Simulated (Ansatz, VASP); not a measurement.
Zr in VASP and in Ansatz

```
CELL_PARAMETERS angstrom
3.22571 0.00000 0.00000
-1.61285 2.79355 0.00000
0.00000 0.00000 5.18594
ATOMIC_POSITIONS crystal
Zr 0.33333 0.66667 0.25000
Zr 0.66667 0.33333 0.75000
```

Alike in both runs: task single point; functional PBEsol; k mesh 19 × 19 × 10; occupations fermi-dirac, width 0.1 eV; no spin polarisation.

```csv
,VASP,Ansatz
version,VASP 6.6.1,Ansatz 0.2.0
potentials or method,"VASP PAW PBE potentials, release 64 (Zr_sv), cutoff 520 eV","plane waves (420 eV) with PAW, scalar-relativistic"
valence electrons in the cell,24,24
```

```tsv
	VASP	Ansatz	Ansatz less VASP
pressure (GPa)	-3.5	-3.6	-0.07
traceless stress, the component that is largest in VASP (GPa)	-0.15	-0.15	+0.001
```

VASP's potentials were made for PBE, not for PBEsol, and Ansatz warns of the same on its side. With one functional, cell and mesh, what is left measures potentials, basis and numerics.
